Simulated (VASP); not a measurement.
# HgTe (F-43m) in VASP: vibrations by perturbation theory with PBE

Aim: the vibrations by perturbation theory of HgTe with PBE.

Program: VASP 6.6.1. These are calculated values, not measurements. Logs are shortened: lines on timing, memory, paths and dates and some standing lists are left out, and cuts for length are marked.

### Step 1. The cell of the first run

Symmetry: F-43m, No. 216, cubic system. Conventional cell: a = 6.725 Å, b = 6.725 Å, c = 6.725 Å, α = 90.00°, β = 90.00°, γ = 90.00°. Hg (site symmetry -43m) has 4 Te at 2.91 Å within 3.8 Å. Within 3.8 Å of Te (site symmetry -43m) lie 4 Hg at 2.91 Å.

### Step 2. Vibrations by perturbation theory, PBE

Input file INCAR:

```
ALGO = Normal ; EDIFF = 1E-8
ENCUT = 520 ; GGA = PE
IBRION = 8 ; ISIF = 2
ISMEAR = -1 ; LASPH = T
LCHARG = T ; LREAL = F
LWAVE = F ; NELM = 80
NSW = 1 ; PREC = Accurate
SIGMA = 0.15
```

Input file KPOINTS:

```
k-points
0
Gamma
  12 12 12
```

Input file POSCAR:

```
HgTe
1.0
    0.0000000000      3.3622663616      3.3622663616
    3.3622663616      0.0000000000      3.3622663616
    3.3622663616      3.3622663616      0.0000000000
Hg Te
1 1
Direct
    0.0000000000      0.0000000000      0.0000000000
    0.7500000000      0.7500000000      0.7500000000
```

Potentials or basis: VASP PAW PBE potentials, release 64 (Hg, Te).

Run with:

```sh
$ cat potpaw_PBE.64/Hg/POTCAR potpaw_PBE.64/Te/POTCAR > POTCAR
$ mpirun -np 1 vasp_std > vasp.out
```

OUTCAR:

```text
EDIFF = 1E-8
   ENCUT = 520
   GGA = PE
   IBRION = 8
   ISIF = 2
   ISMEAR = -1
   LASPH = T
   LREAL = F
   NELM = 80
   NSW = 1
   PREC = Accurate

 ion  position               nearest neighbor table
   1  0.000  0.000  0.000-   2 2.91   2 2.91   2 2.91   2 2.91
   2  0.750  0.750  0.750-   1 2.91   1 2.91   1 2.91   1 2.91

  LATTYP: Found a face centered cubic cell.
 ALAT       =     6.7245327232

  Lattice vectors:

 A1 = (   0.0000000000,   3.3622663616,   3.3622663616)
 A2 = (   3.3622663616,   0.0000000000,   3.3622663616)
 A3 = (   3.3622663616,   3.3622663616,   0.0000000000)

Analysis of symmetry for initial positions (statically):
=====================================================================
 Subroutine PRICEL returns:
 Original cell was already a primitive cell.

 Routine SETGRP: Setting up the symmetry group for a
 face centered cubic supercell.

 Subroutine GETGRP returns: Found 24 space group operations
 (whereof 24 operations were pure point group operations)
 out of a pool of 48 trial point group operations.

The static configuration has the point symmetry T_d .

Analysis of symmetry for dynamics (positions and initial velocities):
=====================================================================
 Subroutine PRICEL returns:
 Original cell was already a primitive cell.

 Routine SETGRP: Setting up the symmetry group for a
 face centered cubic supercell.

 Subroutine GETGRP returns: Found 24 space group operations
 (whereof 24 operations were pure point group operations)
 out of a pool of 48 trial point group operations.

The dynamic configuration has the point symmetry T_d .

 Subroutine INISYM returns: Found 24 space group operations
 (whereof 24 operations are pure point group operations),
 and found     1 'primitive' translations

----------------------------------------------------------------------------------------

                                     Primitive cell

  volume of cell :      76.0197

  direct lattice vectors                    reciprocal lattice vectors
     0.000000000  3.362266362  3.362266362    -0.148709218  0.148709218  0.148709218
     3.362266362  0.000000000  3.362266362     0.148709218 -0.148709218  0.148709218
     3.362266362  3.362266362  0.000000000     0.148709218  0.148709218 -0.148709218

  length of vectors
     4.754962689  4.754962689  4.754962689     0.257571920  0.257571920  0.257571920

  position of ions in fractional coordinates (direct lattice)
     0.000000000  0.000000000  0.000000000
     0.750000000  0.750000000  0.750000000

  ion indices of the primitive-cell ions
   primitive index   ion index
                 1           1
                 2           2

----------------------------------------------------------------------------------------

 KPOINTS: k-points

Automatic generation of k-mesh.
 Grid dimensions read from file:
 generate k-points for:   12   12   12

 Generating k-lattice:

  Cartesian coordinates                     Fractional coordinates (reciprocal lattice)
    -0.012392435  0.012392435  0.012392435     0.083333333  0.000000000  0.000000000
     0.012392435 -0.012392435  0.012392435     0.000000000  0.083333333  0.000000000
     0.012392435  0.012392435 -0.012392435     0.000000000  0.000000000  0.083333333

  Length of vectors
     0.021464327  0.021464327  0.021464327

  Shift w.r.t. Gamma in fractional coordinates (k-lattice)
     0.000000000  0.000000000  0.000000000

 Subroutine IBZKPT returns following result:
 ===========================================

 Found     72 irreducible k-points:

 Following reciprocal coordinates:
            Coordinates               Weight
  0.000000  0.000000  0.000000      1.000000
  0.083333  0.000000  0.000000      8.000000
  0.166667  0.000000  0.000000      8.000000
  0.250000  0.000000  0.000000      8.000000
  0.333333  0.000000  0.000000      8.000000
  0.416667  0.000000  0.000000      8.000000
[... 16 lines left out ...]
  0.500000  0.166667  0.000000     24.000000
 -0.416667  0.166667  0.000000     24.000000
 [... further k-points ...]
   k-points           NKPTS =     72   k-points in BZ     NKDIM =     72   number of bands    NBANDS=     13
   number of dos      NEDOS =    301   number of ions     NIONS =      2
   total plane-waves  NPLWV =  46656
   dimension x,y,z NGX =    36 NGY =   36 NGZ =   36
   dimension x,y,z NGXF=    72 NGYF=   72 NGZF=   72
   ions per type =               1   1
   NGX,Y,Z   is equivalent  to a cutoff of  12.59, 12.59, 12.59 a.u.
   NGXF,Y,Z  is equivalent  to a cutoff of  25.17, 25.17, 25.17 a.u.
 SYSTEM =  unknown system
   PREC   = accura    normal or accurate (medium, high low for compatibility)
   ISTART =      0    job   : 0-new  1-cont  2-samecut
   ICHARG =      2    charge: 1-file 2-atom 10-const
   ISPIN  =      1    spin polarized calculation?
   LNONCOLLINEAR =      F non collinear calculations
   LSORBIT =      F    spin-orbit coupling
   LASPH  =      T    aspherical Exc in radial PAW
   ENCUT  =  520.0 eV  38.22 Ry    6.18 a.u.   8.84  8.84  8.84*2*pi/ulx,y,z
   NELM   =     80;   NELMIN=  2; NELMDL= -5     # of ELM steps
   EDIFF  = 0.1E-07   stopping-criterion for ELM
   LREAL  =      F    real-space projection
   EDIFFG = 0.1E-06   stopping-criterion for IOM
   NSW    =      1    number of steps for IOM
   IBRION =      8    ionic relax: 0-MD 1-quasi-New 2-CG
   NFREE  =      0    steps in history (QN), initial steepest desc. (CG)
   ISIF   =      2    stress and relaxation
   ISYM   =      2    0-nonsym 1-usesym 2-fastsym
   POTIM  = 0.5000    time-step for ionic-motion
   TEBEG  =    0.0;   TEEND  =   0.0 temperature during run
   PSTRESS=    0.0 pullay stress
   NELECT =      18.0000    total number of electrons
   NUPDOWN=      -1.0000    fix difference up-down
   EMIN   =  10.00;   EMAX   =-10.00  energy-range for DOS
   EFERMI =   0.00;   METHOD = LEGACY
   ISMEAR =    -1;   SIGMA  =   0.15  broadening in eV -4-tet -1-fermi 0-gaus
   EFERMI_NEDOS =   21; number of points for ismear=-14 and -15
   IALGO  =     38    algorithm
   IMIX   =      4    mixing-type and parameters
     AMIX     =   0.40;   BMIX     =  1.00
     AMIX_MAG =   1.60;   BMIX_MAG =  1.00
  volume/ion in A,a.u.               =      38.01       256.50
  Fermi-wavevector in a.u.,A,eV,Ry     =   1.012800  1.913914 13.956355  1.025763
  Thomas-Fermi vector in A             =   2.145931
   LORBIT       =      0    0 simple, 1 ext, 2 COOP (PROOUT), +10 PAW based schemes
   GGA     = PE    functional components
   LHFCALC =     F    Hartree Fock is set to
   AEXX    =    0.0000 exact exchange contribution
   IVDW    =     0    specifies the selected vdW correction
   LEPSILON=     F    determine dielectric tensor
   LRPA    =     F    only Hartree local field effects (RPA)
 non-spin polarized calculation
  energy-cutoff  :      520.00
  volume of cell :       76.02
 maximum number of plane-waves:      2085
   NGX = 17   NGY = 17   NGZ = 17

--------------------------------------- Ionic step        1  -------------------------------------------

 number of electron      17.9999999 magnetization

 Free energy of the ion-electron system (eV)
  ---------------------------------------------------
  ext. energy  EPLUGINS =         0.00000000
  ---------------------------------------------------
  free energy    TOTEN  =        -3.64783580 eV

  energy without entropy =       -3.63702866  energy(sigma->0) =       -3.64243223

 E-fermi :   2.1871     XC(G=0):  -8.2120

 val. band max:        1.9237665940   @ k =   0.0000   0.0000   0.0000
 cond. band min:       2.2470822233   @ k =   0.0833   0.0000   0.0000
 fundamental gap:      0.3233156293
 Fermi energy:         2.1870795215

 k-point     1 :       0.0000    0.0000    0.0000
  band No.  band energies     occupation
      1      -9.2921      2.00000
      2      -4.8081      2.00000
      3      -4.8081      2.00000
      4      -4.8081      2.00000
      5      -4.4101      2.00000
      6      -4.4101      2.00000
      7       0.9306      1.99954
      8       1.9238      1.70527
      9       1.9238      1.70527
     10       1.9238      1.70527
     11       6.3455      0.00000
     12       6.3455      0.00000
     13       6.3455      0.00000
[... 354 lines left out ...]
  band No.  band energies     occupation
      1      -8.8140      2.00000
      2      -4.6931      2.00000
      3      -4.6799      2.00000
      4      -4.4188      2.00000
      5      -4.4012      2.00000
      6      -4.1526      2.00000
      7      -2.7600      2.00000
      8       0.1850      2.00000
      9       0.9582      1.99945
     10       3.6023      0.00016
     11       6.6475      0.00000
     12       7.5483      0.00000
     13       8.3557      0.00000

 [... further k-points ...]

------------------------ aborting loop because EDIFF is reached ----------------------------------------

  FORCE on cell =-STRESS in cart. coord.  units (eV):
  Direction    XX          YY          ZZ          XY          YZ          ZX
  --------------------------------------------------------------------------------------
  -------------------------------------------------------------------------------------
  Total       -0.4629811     -0.4629811     -0.4629811     -0.0000000      0.0000000      0.0000000
  in kB       -9.7577010     -9.7577010     -9.7577010     -0.0000000      0.0000000      0.0000000
  external PRESSURE =      -9.7577010 kB  Pullay stress =       0.0000000 kB

 VOLUME and BASIS-vectors are now :
 -----------------------------------------------------------------------------
  energy-cutoff  :      520.00
  volume of cell :       76.02
      direct lattice vectors                 reciprocal lattice vectors
     0.000000000  3.362266362  3.362266362    -0.148709218  0.148709218  0.148709218
     3.362266362  0.000000000  3.362266362     0.148709218 -0.148709218  0.148709218
     3.362266362  3.362266362  0.000000000     0.148709218  0.148709218 -0.148709218

 POSITION                                       TOTAL-FORCE (eV/Angst)
 -----------------------------------------------------------------------------------
      0.00000      0.00000      0.00000        -0.000000     -0.000000     -0.000000
      5.04340      5.04340      5.04340         0.000000      0.000000      0.000000
 -----------------------------------------------------------------------------------
    total drift:                                0.000000      0.000000      0.000000

  FREE ENERGIE OF THE ION-ELECTRON SYSTEM (eV)
  ---------------------------------------------------
  free  energy   TOTEN  =        -3.6478357985 eV

  energy  without entropy=       -3.6370286582  energy(sigma->0) =       -3.64243223

[... ionic steps 2 to 3 ...]

--------------------------------------- Ionic step        4  -------------------------------------------

------------------------ aborting loop because EDIFF is reached ----------------------------------------

[... ionic steps 5 to 6 ...]

--------------------------------------- Ionic step        7  -------------------------------------------

 Free energy of the ion-electron system (eV)
  ---------------------------------------------------
  ---------------------------------------------------
  free energy    TOTEN  =        -0.04853583 eV

  energy without entropy =       -0.04853583

------------------------ aborting loop because EDIFF is reached ----------------------------------------

 INTERNAL STRAIN TENSOR  FOR ION    2  DIRECTION 1   (eV/Angst):
 -----------------------------------------------------------------------------
     0.00310  0.00000  0.00000
     0.00000  0.00138  2.41483
     0.00000  2.41483  0.00138

 INTERNAL STRAIN TENSOR FOR ION    2 for displacements in x,y,z  (eV/Angst):
          X           Y           Z          XY          YZ          ZX
  --------------------------------------------------------------------------------
  x     0.00000     0.00000     0.00000     0.00000     2.41483     0.00000
  y    -0.00000     0.00000    -0.00000     0.00000     0.00000     2.41483
  z     0.00000     0.00000     0.00000     2.41483     0.00000     0.00000

 SECOND DERIVATIVES (NOT SYMMETRIZED)
 ------------------------------------
               1X          1Y          1Z          2X          2Y          2Z
  1X    -2.299419    0.000000    0.000000    2.299419    0.000000    0.000000
  1Y     0.000000   -2.299419    0.000000    0.000000    2.299419    0.000000
  1Z     0.000000    0.000000   -2.299419    0.000000    0.000000    2.299419
  2X     2.297151    0.000000    0.000000   -2.297151    0.000000    0.000000
  2Y     0.000000    2.297151    0.000000    0.000000   -2.297151    0.000000
  2Z     0.000000    0.000000    2.297151    0.000000    0.000000   -2.297151

 Eigenvectors and eigenvalues of the dynamical matrix
 ----------------------------------------------------

   1 f  =    2.683562 THz    16.861315 2PiTHz   89.513982 cm-1    11.098314 meV
             X         Y         Z           dx          dy          dz
      0.000000  0.000000  0.000000     0.000000    0.623726   -0.000000
      5.043400  5.043400  5.043400    -0.000000   -0.781643   -0.000000
[... 21 lines left out ...]
   6 f/i=    0.000646 THz     0.004056 2PiTHz    0.021532 cm-1     0.002670 meV
             X         Y         Z           dx          dy          dz
      0.000000  0.000000  0.000000     0.520719   -0.526988    0.249202
      5.043400  5.043400  5.043400     0.415516   -0.420519    0.198855

--------------------------------------------------------------------------------------------------------

 ELASTIC MODULI CONTR FROM IONIC RELAXATION (kBar)
 Direction    XX          YY          ZZ          XY          YZ          ZX
 --------------------------------------------------------------------------------
 XX          -0.0000     -0.0000     -0.0000      0.0000      0.0000     -0.0000
 YY          -0.0000     -0.0000     -0.0000      0.0000      0.0000     -0.0000
 ZZ          -0.0000     -0.0000     -0.0000     -0.0000      0.0000     -0.0000
 XY           0.0000      0.0000     -0.0000    -59.4060     -0.0000     -0.0000
 YZ           0.0000      0.0000      0.0000     -0.0000    -59.4060      0.0000
 ZX          -0.0000     -0.0000     -0.0000     -0.0000      0.0000    -59.4060
 --------------------------------------------------------------------------------
```

It took 8.5 min on 1 thread of Intel Xeon Platinum 8488C (Sapphire Rapids), shared host; peak memory 0.74 GiB.

Results:

| Item | Value |
| --- | --- |
| Highest phonon frequency at Γ, LO-TO splitting left out | 90 cm⁻¹ |

Phonon frequencies in cm⁻¹ (negative: imaginary):
```
              q point     frequencies
(0.000, 0.000, 0.000)  0 0 0 90 90 90
```

Caveat: spin-orbit coupling is left out, which moves the levels of the heavy elements.
